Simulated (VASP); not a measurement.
Write the native input for VASP 6.6.1 that does the following.

- Task: single point
- Functional: PBE
- Potentials or basis: VASP PAW PBE potentials, release 64 (Hf_pv, Sn_d, O)
- Cutoff: 520 eV
- k mesh: 6 × 6 × 8
- Occupations: fermi-dirac, width 0.02 eV
- Spin: no spin polarisation
- Dipole correction: no
- Further INCAR settings: ALGO = Normal; EDIFF = 1e-07; NBANDS = 33

The structure of HfSnO4 lies in POSCAR:

```
HfSnO4
1.0
    3.4549732579     -3.4291204019      0.0000000000
    3.4549732579      3.4291204019      0.0000000000
    0.0000000000      0.0000000000      3.2277086693
Hf Sn O
1 1 4
Direct
    0.5000000000      0.5000000000      0.5000000000
    0.0000000000      0.0000000000      0.0000000000
    0.1943717295      0.1943717295      0.5000000000
    0.8056282705      0.8056282705      0.5000000000
    0.6943625680      0.3056374320      0.0000000000
    0.3056374320      0.6943625680      0.0000000000
```

These files were run (other wordings do the same):

INCAR

```
ALGO = Normal ; EDIFF = 1E-7
ENCUT = 520 ; GGA = PE
ISIF = 2 ; ISMEAR = -1
LASPH = True ; LCHARG = False
LREAL = False ; LWAVE = False
NBANDS = 33 ; NELM = 100
PREC = Accurate ; SIGMA = 0.02
```

KPOINTS

```
k-points
0
Gamma
  6 6 8
```

Potentials or basis: VASP PAW PBE potentials, release 64 (Hf_pv, Sn_d, O).

Run with:

```console
$ cat potpaw_PBE.64/Hf_pv/POTCAR potpaw_PBE.64/Sn_d/POTCAR potpaw_PBE.64/O/POTCAR > POTCAR
$ mpirun -np 1 vasp_std > vasp.out
```

It gave:

```
Pressure               : -1.1 GPa
Largest force          : 0.224 eV/Å
Band gap on the k mesh : 2.13 eV
```

Caveat: spin-orbit coupling is left out, which moves the levels of the heavy elements.

It took 72 s on 1 thread of AMD EPYC 9R45 96-Core Processor (Zen 5) (shared host), peak memory 0.25 GiB.
